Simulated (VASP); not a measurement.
# Fe (I4_1/amd) in VASP: a series of runs

Runs on Fe. Level: r2SCAN. Tasks: single point, relaxation of cell and atoms.

Everything below comes from runs of VASP 6.6.1. Logs are shortened: lines on timing, memory, paths and dates and some standing lists are left out, and cuts for length are marked.

**1. The cell of the first run**

The structure is tetragonal, space group I4_1/amd (No. 141). Conventional cell: a = 4.453 Å, b = 4.453 Å, c = 2.429 Å, α = 90.00°, β = 90.00°, γ = 90.00°. Within 3.1 Å of Fe (site symmetry -4m2) lie 10 Fe at 2.31 to 2.88 Å.

**2. Single point, r2SCAN, collinear spin, ferromagnetic start**

POSCAR reads:

```
Fe
1.0
   -2.2266965569      2.2266965569      1.2147040754
    2.2266965569     -2.2266965569      1.2147040754
    2.2266965569      2.2266965569     -1.2147040754
Fe
2
Direct
    0.0000000000      0.0000000000      0.0000000000
    0.7500000000      0.2500000000      0.5000000000
```

INCAR.step1 reads:

```
ALGO     = Normal         # electronic algorithm
EDIFF    = 1E-4           # SCF threshold, eV
ENCUT    = 520            # plane-wave cutoff, eV
GGA      = PE             # functional
ISMEAR   = 0              # smearing method
ISPIN    = 2              # spin polarisation
LASPH    = True           # aspherical terms in the spheres
LCHARG   = False          # write CHGCAR
LMAXMIX  = 4              # l up to which the mixer works
LREAL    = False          # projectors in reciprocal space
LWAVE    = True           # write WAVECAR
MAGMOM   = 4 4            # initial moments
NBANDS   = 19             # bands
NELM     = 150            # most SCF steps
PREC     = Accurate       # precision mode
SIGMA    = 0.1            # smearing width, eV
```

INCAR.step2 reads:

```
ALGO     = Normal         # electronic algorithm
EDIFF    = 1E-7           # SCF threshold, eV
ENCUT    = 520            # plane-wave cutoff, eV
ISIF     = 2              # what is computed and relaxed
ISMEAR   = 0              # smearing method
ISPIN    = 2              # spin polarisation
ISTART   = 1            
LASPH    = True           # aspherical terms in the spheres
LCHARG   = False          # write CHGCAR
LMAXMIX  = 4              # l up to which the mixer works
LMIXTAU  = True         
LORBIT   = 11             # projections on sites
LREAL    = False          # projectors in reciprocal space
LWAVE    = False          # write WAVECAR
MAGMOM   = 4 4            # initial moments
METAGGA  = R2SCAN         # meta-GGA
NBANDS   = 19             # bands
NELM     = 150            # most SCF steps
PREC     = Accurate       # precision mode
SIGMA    = 0.1            # smearing width, eV
```

KPOINTS reads:

```
k-points
0
Gamma
  8 8 8
```

Potentials or basis: VASP PAW PBE potentials, release 64 (Fe).

The run is started by

```sh
$ cat potpaw_PBE.64/Fe/POTCAR > POTCAR
$ cp INCAR.step1 INCAR
$ mpirun -np 1 vasp_std > vasp.out
$ cp INCAR.step2 INCAR
$ mpirun -np 1 vasp_std > vasp.out
```

OUTCAR:

```text
EDIFF = 1E-7
   ENCUT = 520
   ISIF = 2
   ISMEAR = 0
   ISPIN = 2
   ISTART = 1
   LASPH = True
   LORBIT = 11
   LREAL = False
   METAGGA = R2SCAN
   NELM = 150
   PREC = Accurate

 ion  position               nearest neighbor table
   1  0.000  0.000  0.000-   2 2.31   2 2.31   2 2.31   2 2.31   2 2.88   2 2.88   2 2.88   2 2.88

   2  0.750  0.250  0.500-   1 2.31   1 2.31   1 2.31   1 2.31   1 2.88   1 2.88   1 2.88   1 2.88

  LATTYP: Found a body centered tetragonal cell.
 ALAT       =     4.4533931138
 C/A-ratio  =     0.5455184595

  Lattice vectors:

 A1 = (  -2.2266965569,   2.2266965569,   1.2147040754)
 A2 = (   2.2266965569,  -2.2266965569,   1.2147040754)
 A3 = (   2.2266965569,   2.2266965569,  -1.2147040754)

Analysis of symmetry for initial positions (statically):
=====================================================================
 Subroutine PRICEL returns:
 Original cell was already a primitive cell.

 Routine SETGRP: Setting up the symmetry group for a
 body centered tetragonal supercell.

 Subroutine GETGRP returns: Found 16 space group operations
 (whereof  8 operations were pure point group operations)
 out of a pool of 16 trial point group operations.

The static configuration has the point symmetry D_2d.
 The point group associated with its full space group is D_4h.

Analysis of symmetry for dynamics (positions and initial velocities):
=====================================================================
 Subroutine PRICEL returns:
 Original cell was already a primitive cell.

 Routine SETGRP: Setting up the symmetry group for a
 body centered tetragonal supercell.

 Subroutine GETGRP returns: Found 16 space group operations
 (whereof  8 operations were pure point group operations)
 out of a pool of 16 trial point group operations.

The dynamic configuration has the point symmetry D_2d.
 The point group associated with its full space group is D_4h.

Analysis of structural, dynamic, and magnetic symmetry:
=====================================================================
 Subroutine PRICEL returns:
 Original cell was already a primitive cell.

 Routine SETGRP: Setting up the symmetry group for a
 body centered tetragonal supercell.

 Subroutine GETGRP returns: Found 16 space group operations
 (whereof  8 operations were pure point group operations)
 out of a pool of 16 trial point group operations.

The overall configuration has the point symmetry D_2d.
 The point group associated with its full space group is D_4h.

 Subroutine INISYM returns: Found 16 space group operations
 (whereof  8 operations are pure point group operations),
 and found     1 'primitive' translations

----------------------------------------------------------------------------------------

                                     Primitive cell

  volume of cell :      24.0909

  direct lattice vectors                    reciprocal lattice vectors
    -2.226696557  2.226696557  1.214704075     0.000000000  0.224547884  0.411622888
     2.226696557 -2.226696557  1.214704075     0.224547884  0.000000000  0.411622888
     2.226696557  2.226696557 -1.214704075     0.224547884  0.224547884  0.000000000

  length of vectors
     3.375183122  3.375183122  3.375183122     0.468887145  0.468887145  0.317558663

  position of ions in fractional coordinates (direct lattice)
     0.000000000  0.000000000  0.000000000
     0.750000000  0.250000000  0.500000000

  ion indices of the primitive-cell ions
   primitive index   ion index
                 1           1
                 2           2

----------------------------------------------------------------------------------------

 KPOINTS: k-points

Automatic generation of k-mesh.
 Grid dimensions read from file:
 generate k-points for:    8    8    8

 Generating k-lattice:

  Cartesian coordinates                     Fractional coordinates (reciprocal lattice)
     0.000000000  0.028068485  0.051452861     0.125000000  0.000000000  0.000000000
     0.028068485  0.000000000  0.051452861     0.000000000  0.125000000  0.000000000
     0.028068485  0.028068485  0.000000000     0.000000000  0.000000000  0.125000000

  Length of vectors
     0.058610893  0.058610893  0.039694833

  Shift w.r.t. Gamma in fractional coordinates (k-lattice)
     0.000000000  0.000000000  0.000000000

 Subroutine IBZKPT returns following result:
 ===========================================

 Found     59 irreducible k-points:

 Following reciprocal coordinates:
            Coordinates               Weight
  0.000000  0.000000  0.000000      1.000000
  0.125000  0.000000  0.000000      8.000000
  0.250000  0.000000  0.000000      8.000000
  0.375000  0.000000  0.000000      8.000000
  0.500000  0.000000  0.000000      4.000000
  0.125000  0.125000  0.000000      8.000000
[... 16 lines left out ...]
  0.250000  0.125000  0.125000     16.000000
  0.375000  0.125000  0.125000      8.000000
 [... further k-points ...]
[... 43 lines left out ...]
   METAGGA = R2SCAN    functional components
   LHFCALC =     F    Hartree Fock is set to
   AEXX    =    0.0000 exact exchange contribution
   IVDW    =     0    specifies the selected vdW correction
   LEPSILON=     F    determine dielectric tensor
   LRPA    =     F    only Hartree local field effects (RPA)
 spin polarized calculation
 Gauss-broadening in eV      SIGMA  =   0.10
  energy-cutoff  :      520.00
  volume of cell :       24.09
 maximum number of plane-waves:       673
 NGX is ok and might be reduce to    28
   NGX = 13   NGY = 13   NGZ = 13

 number of electron      15.9999999 magnetization       5.5159581

 Free energy of the ion-electron system (eV)
  ---------------------------------------------------
  ext. energy  EPLUGINS =         0.00000000
  ---------------------------------------------------
  free energy    TOTEN  =       -27.72266938 eV

  energy without entropy =      -27.71918167  energy(sigma->0) =      -27.72092553

 E-fermi :   5.6213     XC(G=0): -13.7703

 val. band max:        5.5984726980   @ k =  -0.3750   0.5000   0.3750
 cond. band min:       5.6514203773   @ k =  -0.1250  -0.1250   0.1250
 fundamental gap:      0.0529476793
 Fermi energy:         5.6212515797

 spin component 1

 k-point     1 :       0.0000    0.0000    0.0000
  band No.  band energies     occupation
      1      -3.1542      1.00000
      2      -0.3190      1.00000
      3       1.0504      1.00000
      4       1.4482      1.00000
      5       1.8446      1.00000
      6       3.4604      1.00000
[... 11 lines left out ...]
     18      31.3004      0.00000
     19      31.4724      0.00000

 k-point     2 :       0.1250    0.0000    0.0000
  band No.  band energies     occupation
      1      -2.5743      1.00000
      2      -0.0926      1.00000
      3       1.0983      1.00000
      4       1.8313      1.00000
      5       2.0459      1.00000
      6       2.8294      1.00000
[... 476 lines left out ...]
 k-point    24 :       0.3750    0.1250    0.1250
  band No.  band energies     occupation
      1       0.2631      1.00000
      2       0.3803      1.00000
      3       0.9926      1.00000
      4       1.7867      1.00000
      5       2.0942      1.00000
      6       2.9765      1.00000
[... 11 lines left out ...]
     18      25.7028      0.00000
     19      27.8967      0.00000

 [... further k-points ...]

 spin component 2

 k-point     1 :       0.0000    0.0000    0.0000
  band No.  band energies     occupation
      1      -3.4062      1.00000
      2       2.4733      1.00000
      3       3.3830      1.00000
      4       3.9203      1.00000
      5       4.6229      1.00000
      6       7.8848      0.00000
[... 11 lines left out ...]
     18      32.3279      0.00000
     19      32.3317      0.00000

 k-point     2 :       0.1250    0.0000    0.0000
  band No.  band energies     occupation
      1      -2.8055      1.00000
      2       2.7568      1.00000
      3       3.4454      1.00000
      4       4.3813      1.00000
      5       4.8524      1.00000
      6       6.8070      0.00000
[... 476 lines left out ...]
 k-point    24 :       0.3750    0.1250    0.1250
  band No.  band energies     occupation
      1       2.5746      1.00000
      2       2.9143      1.00000
      3       3.3589      1.00000
      4       4.6446      1.00000
      5       4.7683      1.00000
      6       6.2806      0.00000
[... 11 lines left out ...]
     18      26.6361      0.00000
     19      28.3977      0.00000

 [... further k-points ...]

------------------------ aborting loop because EDIFF is reached ----------------------------------------

  FORCE on cell =-STRESS in cart. coord.  units (eV):
  Direction    XX          YY          ZZ          XY          YZ          ZX
  --------------------------------------------------------------------------------------
  -------------------------------------------------------------------------------------
  Total        2.4863711      2.4863711      1.4267455      0.0000000     -0.0000000      0.0000000
  in kB      165.3575299    165.3575299     94.8865250      0.0000000     -0.0000000      0.0000000
  external PRESSURE =     141.8671949 kB  Pullay stress =       0.0000000 kB

 VOLUME and BASIS-vectors are now :
 -----------------------------------------------------------------------------
  energy-cutoff  :      520.00
  volume of cell :       24.09
      direct lattice vectors                 reciprocal lattice vectors
    -2.226696557  2.226696557  1.214704075     0.000000000  0.224547884  0.411622888
     2.226696557 -2.226696557  1.214704075     0.224547884  0.000000000  0.411622888
     2.226696557  2.226696557 -1.214704075     0.224547884  0.224547884  0.000000000

 POSITION                                       TOTAL-FORCE (eV/Angst)
 -----------------------------------------------------------------------------------
      0.00000      0.00000      0.00000         0.000000     -0.000000      0.000000
      0.00000      2.22670      0.60735        -0.000000      0.000000     -0.000000
 -----------------------------------------------------------------------------------
    total drift:                               -0.000000      0.000000      0.000000

  FREE ENERGIE OF THE ION-ELECTRON SYSTEM (eV)
  ---------------------------------------------------
  free  energy   TOTEN  =       -27.7226693799 eV

  energy  without entropy=      -27.7191816706  energy(sigma->0) =      -27.72092553

 total charge

# of ion       s       p       d       tot
------------------------------------------
    1        0.510   0.511   6.269   7.290
    2        0.510   0.511   6.269   7.290
--------------------------------------------------
tot          1.020   1.022  12.538  14.580

 magnetization (x)

# of ion       s       p       d       tot
------------------------------------------
    1        0.008  -0.036   2.816   2.787
    2        0.008  -0.036   2.816   2.787
--------------------------------------------------
tot          0.016  -0.073   5.631   5.574
```

It took 7.2 min on 1 thread of Intel Xeon 8259CL, shared host; peak memory 0.21 GiB.

What came out:

- Free energy: -27.7227 eV
- Pressure: 14.2 GPa
- Net moment: 5.52 μB per cell
- Site moments: Fe +2.79 μB
- Valence electrons inside the program's atomic spheres: Fe 7.29

Stress tensor (GPa, compression positive):
```
16.54  0.00  0.00
 0.00 16.54  0.00
 0.00  0.00  9.49
```

Caveat: the k points lie up to 0.37 Å⁻¹ apart; the PAW data sets were made with another functional, which shifts forces and pressure a little.

**3. Single point, r2SCAN, collinear spin, ferromagnetic start**

This run uses another cell than the first one, of 13.09 Å³/atom.

POSCAR reads:

```
Fe
1.0
   -2.3087995591      2.3087995591      1.2278811954
    2.3087995591     -2.3087995591      1.2278811954
    2.3087995591      2.3087995591     -1.2278811954
Fe
2
Direct
    0.0000000000      0.0000000000      0.0000000000
    0.7500000000      0.2500000000      0.5000000000
```

INCAR.step1 reads:

```
  PREC = Accurate
  ENCUT = 520
  ISMEAR = 0
  SIGMA = 0.1
  LREAL = False
  LASPH = True
  NELM = 150
  ISPIN = 2
  MAGMOM = 3.07 3.07
  LMAXMIX = 4
  NBANDS = 19
  GGA = PE
  ALGO = Normal
  EDIFF = 1E-4
  LWAVE = True
  LCHARG = False
```

INCAR.step2 reads:

```
  PREC = Accurate
  ENCUT = 520
  EDIFF = 1E-7
  ISMEAR = 0
  SIGMA = 0.1
  LREAL = False
  LASPH = True
  NELM = 150
  ALGO = Normal
  ISIF = 2
  LWAVE = False
  LCHARG = False
  ISPIN = 2
  MAGMOM = 3.07 3.07
  LORBIT = 11
  LMAXMIX = 4
  METAGGA = R2SCAN
  LMIXTAU = True
  NBANDS = 19
  ISTART = 1
```

KPOINTS reads:

```
Automatic mesh
0
Gamma
  8 8 8
```

Potentials or basis: VASP PAW PBE potentials, release 64 (Fe).

The run is started by

```sh
$ cat potpaw_PBE.64/Fe/POTCAR > POTCAR
$ cp INCAR.step1 INCAR
$ mpirun -np 1 vasp_std > vasp.out
$ cp INCAR.step2 INCAR
$ mpirun -np 1 vasp_std > vasp.out
```

Run time: 5.4 min. Hardware: 1 thread of Intel Xeon 8259CL, shared host; peak memory 0.21 GiB.

Results (log left out):

```yaml
Free_energy: -27.8138 eV
Pressure: -0.1 GPa
Net_moment: 5.64 μB per cell
Site_moments: Fe +2.86 μB
Valence_electrons_inside_the_program's_atomic_spheres: Fe 7.13
```

Stress tensor (GPa, compression positive):
```
-0.11  0.00  0.00
 0.00 -0.11  0.00
 0.00  0.00 -0.22
```

Levels at points of the mesh, in eV from the Fermi level:
Spin up:
| k point | band 7 | band 8 | band 9 | band 10 | band 11 | band 12 | band 13 | band 14 | band 15 | band 16 |
| --- | --- | --- | --- | --- | --- | --- | --- | --- | --- | --- |
| (0.00, 0.00, 0.00) | -2.18 | -2.14 | -2.14 | -1.54 | -0.27 | 5.70 | 5.70 | 11.59 | 12.78 | 20.44 |
| (0.50, 0.00, 0.00) | -2.20 | -1.77 | -1.25 | -1.05 | 1.10 | 4.32 | 7.50 | 7.98 | 11.77 | 12.12 |
| (0.50, 0.50, 0.00) | -2.36 | -2.36 | -1.73 | -1.73 | -1.48 | -1.48 | 11.54 | 11.54 | 13.98 | 13.98 |
| (0.50, 0.50, 0.50) | -2.08 | -2.08 | -2.03 | -2.03 | -1.06 | -1.06 | 4.10 | 4.10 | 19.71 | 19.71 |
Spin down:
```
           k point  band 3  band 4  band 5  band 6  band 7  band 8
(0.00, 0.00, 0.00)   -1.95   -1.59   -0.92    2.38    2.38    2.41
(0.50, 0.00, 0.00)   -1.68   -1.16   -0.16    0.98    1.36    2.23
(0.50, 0.50, 0.00)   -1.29   -1.29   -0.64   -0.64    1.88    1.88
(0.50, 0.50, 0.50)   -1.50   -1.50   -0.97   -0.97    2.15    2.15
```

Caveat: the k points lie up to 0.36 Å⁻¹ apart; the PAW data sets were made with another functional, which shifts forces and pressure a little.

**4. Relaxation of cell and atoms, r2SCAN, collinear spin, ferromagnetic start**

POSCAR reads:

```
Fe
1.0
   -2.2266965569      2.2266965569      1.2147040754
    2.2266965569     -2.2266965569      1.2147040754
    2.2266965569      2.2266965569     -1.2147040754
Fe
2
Direct
    0.0000000000      0.0000000000      0.0000000000
    0.7500000000      0.2500000000      0.5000000000
```

INCAR.step1 reads:

```
PREC = Accurate
ENCUT = 600
ISMEAR = 0
SIGMA = 0.1
LREAL = F
LASPH = T
NELM = 150
ISPIN = 2
MAGMOM = 3.07 3.07
LMAXMIX = 4
GGA = PE
ALGO = Normal
EDIFF = 1E-4
LWAVE = T
LCHARG = F
```

INCAR.step2 reads:

```
PREC = Accurate
ENCUT = 600
EDIFF = 1E-6
ISMEAR = 0
SIGMA = 0.1
LREAL = F
LASPH = T
NELM = 150
ALGO = Normal
ISIF = 3
LWAVE = F
LCHARG = F
ISPIN = 2
MAGMOM = 3.07 3.07
LORBIT = 11
LMAXMIX = 4
METAGGA = R2SCAN
LMIXTAU = T
IBRION = 2
NSW = 90
EDIFFG = -0.04
ISTART = 1
```

KPOINTS is that of step 3.

The run is started by

```sh
$ cat potpaw_PBE.64/Fe/POTCAR > POTCAR
$ cp INCAR.step1 INCAR
$ mpirun -np 1 vasp_std > vasp.out
$ cp INCAR.step2 INCAR
$ mpirun -np 1 vasp_std > vasp.out
```

Wall time 11 min (1 thread of Intel Xeon 8259CL, shared host); peak memory 0.22 GiB.

It converged, with:

```
Free energy                                           : -27.8135 eV
Relaxed volume                                        : 13.06 Å³/atom
Relaxed cell                                          : a = 3.487 Å, b = 3.487 Å, c = 3.487 Å, α = 97.10°, β = 97.10°, γ = 138.84°
Space group after relaxing (to 0.1 Å)                 : I4_1/amd (No. 141)
Energy gained by relaxing                             : 44.7 meV/atom
Ionic steps                                           : 4
Pressure after relaxing                               : 0.2 GPa
Net moment                                            : 5.63 μB per cell
Site moments                                          : Fe +2.86 μB
Valence electrons inside the program's atomic spheres : Fe 7.14
```

Stress tensor (GPa, compression positive):
```
0.02 0.00 0.00
0.00 0.02 0.00
0.00 0.00 0.45
```

The path:
| step | energy change (eV) | largest force (eV/Å) | pressure (GPa) | volume (Å³) |
| --- | --- | --- | --- | --- |
| 1 | 0.0000 | 0.0000 | 14.09 | 24.09 |
| 2 | -0.0377 | 0.0000 | -8.58 | 27.97 |
| 3 | -0.0871 | 0.0000 | -0.43 | 26.17 |
| 4 | -0.0894 | 0.0000 | 0.16 | 26.12 |

Final structure:
```
Fe
1.0
    -2.30820    2.30820    1.22566
     2.30820   -2.30820    1.22566
     2.30820    2.30820   -1.22566
Fe
2
Direct
  0.00000 0.00000 0.00000
  0.75000 0.25000 0.50000
```

Levels at points of the mesh, in eV from the Fermi level:
Spin up:
```csv
k point,band 7,band 8,band 9,band 10,band 11,band 12,band 13,band 14,band 15
"(0.00, 0.00, 0.00)",-2.17,-2.13,-2.13,-1.54,-0.27,5.70,5.70,11.60,12.80
"(0.50, 0.00, 0.00)",-2.20,-1.77,-1.25,-1.04,1.12,4.35,7.53,8.00,11.79
"(0.50, 0.50, 0.00)",-2.35,-2.35,-1.72,-1.72,-1.47,-1.47,11.54,11.54,13.99
"(0.50, 0.50, 0.50)",-2.07,-2.07,-2.02,-2.02,-1.07,-1.07,4.11,4.11,19.79
```
Spin down:
```
           k point  band 2  band 3  band 4  band 5  band 6  band 7  band 8  band 9
(0.00, 0.00, 0.00)   -2.60   -1.96   -1.60   -0.94    2.39    2.39    2.42    2.42
(0.50, 0.00, 0.00)   -2.12   -1.68   -1.16   -0.16    0.98    1.36    2.23    2.28
(0.50, 0.50, 0.00)   -4.99   -1.30   -1.30   -0.64   -0.64    1.88    1.88    2.77
(0.50, 0.50, 0.50)   -3.41   -1.51   -1.51   -0.98   -0.98    2.15    2.15    2.57
```

Caveat: the k points lie up to 0.36 Å⁻¹ apart in the final cell; the PAW data sets were made with another functional, which shifts forces and pressure a little.

**5. Overview**

| task | cell | cutoff (eV) | gap on the mesh (eV) | pressure (GPa) | moment (μB) |
| --- | --- | --- | --- | --- | --- |
| single point | a = 3.375 Å, angles 97.4, 97.4, 137.8°, 2 atoms | 520 | none | 14.2 | 5.52 |
| single point | a = 3.488 Å, angles 97.1, 97.1, 138.8°, 2 atoms | 520 | none | -0.1 | 5.64 |
| relaxation of cell and atoms | relaxed from a = 3.375 Å, angles 97.4, 97.4, 137.8°, 2 atoms | 600 | none | 0.2 | 5.63 |

Alike in all rows: level r2SCAN; potentials or basis VASP PAW PBE potentials, release 64 (Fe); spin collinear, ferromagnetic start; k mesh 8 × 8 × 8; smearing gaussian 0.1 eV.

Caveats: all runs use coarse meshes; the PAW data sets were made with another functional, which shifts forces and pressure a little.

Absolute energies hang on the potentials; compare differences alone.

The gap in the log of VASP goes by the Fermi energy; the results here count the filled bands.